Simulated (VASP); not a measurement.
Write the native input for VASP 6.6.1 that does the following.

```yaml
Task: single point
Functional: PBE
Potentials_or_basis: VASP PAW PBE potentials, release 64 (Co_sv, O)
Cutoff: 700 eV
k_mesh: 10 × 10 × 10
Occupations: gaussian, width 0.05 eV
Spin: collinear spin, ferromagnetic start
Starting_moments: "[2.88, 0.24] μB"
Hubbard_terms: Co d U = 3.3 eV
Dipole_correction: no
Further_INCAR_settings: ALGO = Normal; EDIFF = 1e-06; NBANDS = 22
```

The structure of CoO lies in POSCAR:

```
CoO
1.0
    0.0000000000      2.1628257023      2.1628257023
    2.1628257023      0.0000000000      2.1628257023
    2.1628257023      2.1628257023      0.0000000000
Co O
1 1
Direct
    0.0000000000      0.0000000000      0.0000000000
    0.5000000000      0.5000000000      0.5000000000
```

These files were run (other wordings do the same):

INCAR

```
SYSTEM = CoO
PREC = Accurate
ENCUT = 700
EDIFF = 1E-6
ISMEAR = 0
SIGMA = 0.05
LREAL = .False.
LASPH = .True.
NELM = 200
ALGO = Normal
ISIF = 2
LWAVE = .False.
LCHARG = .True.
ISPIN = 2
MAGMOM = 2.88 0.24
LORBIT = 11
LMAXMIX = 4
LDAU = .True.
LDAUTYPE = 2
LDAUL = 2 -1
LDAUU = 3.3 0
LDAUJ = 0 0
LDAUPRINT = 1
GGA = PE
LELF = .True.
LVHAR = .True.
NBANDS = 22
GGA_COMPAT = .False.
```

KPOINTS

```
regular mesh
0
Gamma
  10 10 10
  0 0 0
```

Potentials or basis: VASP PAW PBE potentials, release 64 (Co_sv, O).

Run with:

```bash
$ cat potpaw_PBE.64/Co_sv/POTCAR potpaw_PBE.64/O/POTCAR > POTCAR
$ mpirun -np 1 vasp_std > vasp.out
```

It gave:

```
Pressure                                              : -8.7 GPa
Band gap on the k mesh                                : zero (filled and empty bands overlap)
Net moment                                            : 3.00 μB per cell
Site moments                                          : Co +2.69; O +0.25 μB
Valence electrons inside the program's atomic spheres : Co 14.86; O 4.98
```

Caveat: the cell stands under tension; a cell with one magnetic atom can't hold antiferromagnetic order, which such compounds often take.

It took 2 min on 1 thread of Intel(R) Xeon(R) Platinum 8375C CPU @ 2.90GHz (Ice Lake), with other jobs on the host, peak memory 0.19 GiB.
